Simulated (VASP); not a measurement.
# BaTiO3 (P1) in VASP: single point with r2SCAN

Aim: the single point of BaTiO3 with r2SCAN.

Everything below comes from runs of VASP 6.6.1. Logs are shortened: lines on timing, memory, paths and dates and some standing lists are left out, and cuts for length are marked.

## (1) The cell of the first run

The typed cell holds 5 atoms: a = 3.923 Å, b = 4.000 Å, c = 3.983 Å, α = 90.23°, β = 91.00°, γ = 89.11°.

## (2) Single point, r2SCAN (atoms moved at random and the cell strained at random)

The input, POSCAR:

```
BaTiO3
1.0
    3.9229624521      0.0307419996     -0.0346031593
    0.0307419996      3.9995296559     -0.0078470861
   -0.0346043222     -0.0078473498      3.9829681772
Ba Ti O
1 1 3
Direct
    0.0116822218      0.0137054945     -0.0030363175
    0.4846642452      0.4865688146      0.4556099335
    0.4752335152      0.4904392465     -0.0023971699
    0.5010455535      0.0014275001      0.5095111684
    0.0273744643      0.5078589443      0.5403123855
```

The input, INCAR.step1:

```
SYSTEM = BaTiO3
ALGO = Normal
EDIFF = 1E-4
ENCUT = 520
GGA = PE
ISMEAR = 0
LASPH = .TRUE.
LCHARG = .FALSE.
LREAL = .FALSE.
LWAVE = .TRUE.
NBANDS = 28
NELM = 60
PREC = Accurate
SIGMA = 0.05
```

The input, INCAR.step2:

```
SYSTEM = BaTiO3
ALGO = Normal
EDIFF = 1E-6
ENCUT = 520
ISIF = 2
ISMEAR = 0
ISTART = 1
LASPH = .TRUE.
LCHARG = .FALSE.
LMIXTAU = .TRUE.
LREAL = .FALSE.
LWAVE = .FALSE.
METAGGA = R2SCAN
NBANDS = 28
NELM = 60
PREC = Accurate
SIGMA = 0.05
```

The input, KPOINTS:

```
k-points
0
G
  8 8 8
  0 0 0
```

Potentials or basis: VASP PAW PBE potentials, release 64 (Ba_sv, Ti_sv, O).

Launch:

```console
$ cat potpaw_PBE.64/Ba_sv/POTCAR potpaw_PBE.64/Ti_sv/POTCAR potpaw_PBE.64/O/POTCAR > POTCAR
$ cp INCAR.step1 INCAR
$ mpirun -np 1 vasp_std > vasp.out
$ cp INCAR.step2 INCAR
$ mpirun -np 1 vasp_std > vasp.out
```

OUTCAR:

```text
SYSTEM = BaTiO3
   EDIFF = 1E-6
   ENCUT = 520
   ISIF = 2
   ISMEAR = 0
   ISTART = 1
   LASPH = .TRUE.
   LREAL = .FALSE.
   METAGGA = R2SCAN
   NELM = 60
   PREC = Accurate

 ion  position               nearest neighbor table
   1  0.012  0.014  0.997-   3 2.66   5 2.69   5 2.72   3 2.75   4 2.75   4 2.77   4 2.78   3 2.82
                             4 2.89   5 2.93   5 2.97   3 2.99   2 3.21   2 3.32   2 3.34   2 3.46
   2  0.485  0.487  0.456-   3 1.82   5 1.83   4 1.95   4 2.07   5 2.15   3 2.16   1 3.21   1 3.32
                             1 3.34   1 3.46   1 3.50   1 3.52   1 3.54   1 3.65
   3  0.475  0.490  0.998-   2 1.82   2 2.16   1 2.66   1 2.75   1 2.82   1 2.99
   4  0.501  0.001  0.510-   2 1.95   2 2.07   1 2.75   1 2.77   1 2.78   1 2.89
   5  0.027  0.508  0.540-   2 1.83   2 2.15   1 2.69   1 2.72   1 2.93   1 2.97

  LATTYP: Found a triclinic cell.
 ALAT       =     8.8546854365
 B/A-ratio  =     1.0075854963
 C/A-ratio  =     1.3272310431
 COS(alpha) =     0.0002607936
 COS(beta)  =     0.5887452957
 COS(gamma) =     0.8056655009

  Lattice vectors:

 A1 = (  -3.8614784529,   7.9683173122,   0.0189089871)
 A2 = (   0.0268796770,   7.9912119620,   3.9672740050)
 A3 = (  -7.7459742602,   3.9537403563,  -7.9045771219)

Analysis of symmetry for initial positions (statically):
=====================================================================
 Subroutine PRICEL returns:
 Original cell was already a primitive cell.

 Routine SETGRP: Setting up the symmetry group for a
 triclinic supercell.

 Subroutine GETGRP returns: Found  1 space group operations
 (whereof  1 operations were pure point group operations)
 out of a pool of  2 trial point group operations.

The static configuration has the point symmetry C_1 .

Analysis of symmetry for dynamics (positions and initial velocities):
=====================================================================
 Subroutine PRICEL returns:
 Original cell was already a primitive cell.

 Routine SETGRP: Setting up the symmetry group for a
 triclinic supercell.

 Subroutine GETGRP returns: Found  1 space group operations
 (whereof  1 operations were pure point group operations)
 out of a pool of  2 trial point group operations.

The dynamic configuration has the point symmetry C_1 .

 Subroutine INISYM returns: Found  1 space group operations
 (whereof  1 operations are pure point group operations),
 and found     1 'primitive' translations

----------------------------------------------------------------------------------------

                                     Primitive cell

  volume of cell :      62.4840

  direct lattice vectors                    reciprocal lattice vectors
     3.922962452  0.030742000 -0.034603159     0.254944225 -0.001955266  0.002211122
     0.030742000  3.999529656 -0.007847086    -0.001955266  0.250045362  0.000475659
    -0.034604322 -0.007847350  3.982968177     0.002211048  0.000475643  0.251089188

  length of vectors
     3.923235508  3.999655500  3.983126227     0.254961310  0.250053459  0.251099373

  position of ions in fractional coordinates (direct lattice)
     0.011682222  0.013705495  0.996963683
     0.484664245  0.486568815  0.455609933
     0.475233515  0.490439247  0.997602830
     0.501045553  0.001427500  0.509511168
     0.027374464  0.507858944  0.540312386

  ion indices of the primitive-cell ions
   primitive index   ion index
                 1           1
                 2           2
                 3           3
                 4           4
                 5           5

----------------------------------------------------------------------------------------

 KPOINTS: k-points

Automatic generation of k-mesh.
 Grid dimensions read from file:
 generate k-points for:    8    8    8

 Generating k-lattice:

  Cartesian coordinates                     Fractional coordinates (reciprocal lattice)
     0.031868028 -0.000244408  0.000276390     0.125000000  0.000000000  0.000000000
    -0.000244408  0.031255670  0.000059457     0.000000000  0.125000000  0.000000000
     0.000276381  0.000059455  0.031386148     0.000000000  0.000000000  0.125000000

  Length of vectors
     0.031870164  0.031256682  0.031387422

  Shift w.r.t. Gamma in fractional coordinates (k-lattice)
     0.000000000  0.000000000  0.000000000

 Subroutine IBZKPT returns following result:
 ===========================================

 Found    260 irreducible k-points:

 Following reciprocal coordinates:
            Coordinates               Weight
  0.000000  0.000000  0.000000      1.000000
  0.125000  0.000000  0.000000      2.000000
  0.250000  0.000000  0.000000      2.000000
  0.375000  0.000000  0.000000      2.000000
  0.500000  0.000000  0.000000      1.000000
  0.000000  0.125000  0.000000      2.000000
[... 16 lines left out ...]
  0.125000  0.375000  0.000000      2.000000
  0.250000  0.375000  0.000000      2.000000
 [... further k-points ...]
   k-points           NKPTS =    260   k-points in BZ     NKDIM =    260   number of bands    NBANDS=     28
   number of dos      NEDOS =    301   number of ions     NIONS =      5
   total plane-waves  NPLWV =  27000
   dimension x,y,z NGX =    30 NGY =   30 NGZ =   30
   dimension x,y,z NGXF=    60 NGYF=   60 NGZF=   60
   ions per type =               1   1   3
   NGX,Y,Z   is equivalent  to a cutoff of  12.71, 12.47, 12.52 a.u.
   NGXF,Y,Z  is equivalent  to a cutoff of  25.42, 24.94, 25.04 a.u.
 SYSTEM =  BaTiO3
   PREC   = accura    normal or accurate (medium, high low for compatibility)
   ISTART =      1    job   : 0-new  1-cont  2-samecut
   ICHARG =      0    charge: 1-file 2-atom 10-const
   ISPIN  =      1    spin polarized calculation?
   LNONCOLLINEAR =      F non collinear calculations
   LSORBIT =      F    spin-orbit coupling
   LASPH  =      T    aspherical Exc in radial PAW
   ENCUT  =  520.0 eV  38.22 Ry    6.18 a.u.   7.29  7.44  7.41*2*pi/ulx,y,z
   NELM   =     60;   NELMIN=  2; NELMDL=  0     # of ELM steps
   EDIFF  = 0.1E-05   stopping-criterion for ELM
   LREAL  =      F    real-space projection
   EDIFFG = 0.1E-04   stopping-criterion for IOM
   NSW    =      0    number of steps for IOM
   IBRION =     -1    ionic relax: 0-MD 1-quasi-New 2-CG
   NFREE  =      0    steps in history (QN), initial steepest desc. (CG)
   ISIF   =      2    stress and relaxation
   ISYM   =      2    0-nonsym 1-usesym 2-fastsym
   POTIM  = 0.5000    time-step for ionic-motion
   TEBEG  =    0.0;   TEEND  =   0.0 temperature during run
   PSTRESS=    0.0 pullay stress
   NELECT =      40.0000    total number of electrons
   NUPDOWN=      -1.0000    fix difference up-down
   EMIN   =  10.00;   EMAX   =-10.00  energy-range for DOS
   EFERMI =   0.00;   METHOD = LEGACY
   ISMEAR =     0;   SIGMA  =   0.05  broadening in eV -4-tet -1-fermi 0-gaus
   EFERMI_NEDOS =   21; number of points for ismear=-14 and -15
   IALGO  =     38    algorithm
   IMIX   =      4    mixing-type and parameters
     AMIX     =   0.40;   BMIX     =  1.00
     AMIX_MAG =   1.60;   BMIX_MAG =  1.00
  volume/ion in A,a.u.               =      12.50        84.33
  Fermi-wavevector in a.u.,A,eV,Ry     =   1.410929  2.666269 27.085403  1.990721
  Thomas-Fermi vector in A             =   2.532833
   LORBIT       =      0    0 simple, 1 ext, 2 COOP (PROOUT), +10 PAW based schemes
   METAGGA = R2SCAN    functional components
   LHFCALC =     F    Hartree Fock is set to
   AEXX    =    0.0000 exact exchange contribution
   IVDW    =     0    specifies the selected vdW correction
   LEPSILON=     F    determine dielectric tensor
   LRPA    =     F    only Hartree local field effects (RPA)
 non-spin polarized calculation
 Gauss-broadening in eV      SIGMA  =   0.05
  energy-cutoff  :      520.00
  volume of cell :       62.48
 maximum number of plane-waves:      1709
 NGX is ok and might be reduce to    30
   NGX = 15   NGY = 15   NGZ = 15

 number of electron      40.0000003 magnetization

 Free energy of the ion-electron system (eV)
  ---------------------------------------------------
  ext. energy  EPLUGINS =         0.00000000
  ---------------------------------------------------
  free energy    TOTEN  =       -73.80100014 eV

  energy without entropy =      -73.80100014  energy(sigma->0) =      -73.80100014

 E-fermi :   3.9675     XC(G=0): -12.0463

 val. band max:        3.7715116788   @ k =   0.5000   0.5000   0.5000
 cond. band min:       6.4017507119   @ k =   0.0000   0.0000   0.0000
 fundamental gap:      2.6302390332
 Fermi energy:         3.9674563229

 k-point     1 :       0.0000    0.0000    0.0000
  band No.  band energies     occupation
      1     -54.7176      2.00000
      2     -29.9699      2.00000
      3     -29.9636      2.00000
      4     -29.8913      2.00000
      5     -21.7220      2.00000
      6     -14.2195      2.00000
[... 20 lines left out ...]
     27       9.6251      0.00000
     28      12.1167      0.00000

 k-point     2 :       0.1250    0.0000    0.0000
  band No.  band energies     occupation
      1     -54.7173      2.00000
      2     -29.9748      2.00000
      3     -29.9686      2.00000
      4     -29.8910      2.00000
      5     -21.6991      2.00000
      6     -14.2265      2.00000
[... 20 lines left out ...]
     27       9.9195      0.00000
     28      12.4798      0.00000

 k-point     3 :       0.2500    0.0000    0.0000
  band No.  band energies     occupation
      1     -54.7168      2.00000
      2     -29.9991      2.00000
      3     -29.9680      2.00000
      4     -29.8902      2.00000
      5     -21.6426      2.00000
      6     -14.2917      2.00000
[... 616 lines left out ...]
      3     -29.9671      2.00000
      4     -29.9408      2.00000
      5     -21.5813      2.00000
      6     -14.4602      2.00000
[... 20 lines left out ...]
     27      11.7724      0.00000
     28      13.1264      0.00000

 k-point    24 :       0.2500    0.3750    0.0000
  band No.  band energies     occupation
      1     -54.7158      2.00000
      2     -29.9967      2.00000
      3     -29.9664      2.00000
      4     -29.9400      2.00000
      5     -21.5424      2.00000
      6     -14.3117      2.00000
[... 20 lines left out ...]
     27      12.6041      0.00000
     28      13.0916      0.00000

 [... further k-points ...]

------------------------ aborting loop because EDIFF is reached ----------------------------------------

  FORCE on cell =-STRESS in cart. coord.  units (eV):
  Direction    XX          YY          ZZ          XY          YZ          ZX
  --------------------------------------------------------------------------------------
  -------------------------------------------------------------------------------------
  Total        4.8715652      2.6100579      4.2184601     -0.4981387      0.3425117      1.3468017
  in kB      124.9137374     66.9255298    108.1672106    -12.7729716      8.7824791     34.5338778
  external PRESSURE =     100.0021593 kB  Pullay stress =       0.0000000 kB

 VOLUME and BASIS-vectors are now :
 -----------------------------------------------------------------------------
  energy-cutoff  :      520.00
  volume of cell :       62.48
      direct lattice vectors                 reciprocal lattice vectors
     3.922962452  0.030742000 -0.034603159     0.254944225 -0.001955266  0.002211122
     0.030742000  3.999529656 -0.007847086    -0.001955266  0.250045362  0.000475659
    -0.034604322 -0.007847350  3.982968177     0.002211048  0.000475643  0.251089188

 POSITION                                       TOTAL-FORCE (eV/Angst)
 -----------------------------------------------------------------------------------
      0.01175      0.04735      3.97036        -0.654046     -0.666220     -0.420216
      1.90051      1.95737      1.79409         0.549577      0.334494      1.409173
      1.84488      1.96831      3.95313         1.119132      0.279774      0.930520
      1.94800      0.01711      2.01202         0.487582      0.124357     -0.621840
      0.10430      2.02780      2.14711        -1.502245     -0.072405     -1.297637
 -----------------------------------------------------------------------------------
    total drift:                               -0.000350      0.000398      0.006595

  FREE ENERGIE OF THE ION-ELECTRON SYSTEM (eV)
  ---------------------------------------------------
  free  energy   TOTEN  =       -73.8010001382 eV

  energy  without entropy=      -73.8010001382  energy(sigma->0) =      -73.80100014
```

It took 13 min on 1 thread of Intel Xeon 6975P-C (Granite Rapids), shared host; peak memory 0.52 GiB.

Results:

```yaml
Free_energy: -73.8010 eV
Pressure: 10.0 GPa
Largest_force: 1.986 eV/Å
Band_gap_on_the_k_mesh: 2.63 eV (least direct gap 3.06 eV)
```

Forces on the atoms (eV/Å):
```
Ba  -0.654 -0.666 -0.420
Ti   0.550  0.334  1.409
O    1.119  0.280  0.931
O    0.488  0.124 -0.622
O   -1.502 -0.072 -1.298
```

Levels at points of the mesh, in eV from the valence-band top:
| k point | band 18 | band 19 | band 20 | band 21 | band 22 | band 23 |
| --- | --- | --- | --- | --- | --- | --- |
| (0.00, 0.00, 0.00) | -0.65 | -0.51 | -0.43 | 2.63 | 2.91 | 3.47 |
| (0.50, 0.00, 0.00) | -1.74 | -1.22 | -0.92 | 3.08 | 3.99 | 4.22 |
| (0.00, 0.50, 0.00) | -1.55 | -1.39 | -1.00 | 3.58 | 4.01 | 4.20 |
| (0.50, 0.50, 0.00) | -1.18 | -1.12 | -0.09 | 4.09 | 4.14 | 4.59 |
| (0.00, 0.00, 0.50) | -1.66 | -0.88 | -0.58 | 2.80 | 4.33 | 4.46 |
| (0.50, 0.00, 0.50) | -0.81 | -0.80 | -0.15 | 4.20 | 4.38 | 4.52 |
| (0.00, 0.50, 0.50) | -1.02 | -0.95 | -0.26 | 4.13 | 4.57 | 4.63 |
| (0.50, 0.50, 0.50) | -0.16 | -0.11 | 0.00 | 4.54 | 4.70 | 4.88 |

Caveat: the cell differs from its parent crystal (atoms moved at random and the cell strained at random); the stress differs along the axes, from 7 to 12 GPa; the PAW data sets were made with another functional, which shifts forces and pressure a little; spin-orbit coupling is left out, which moves the levels of the heavy elements.
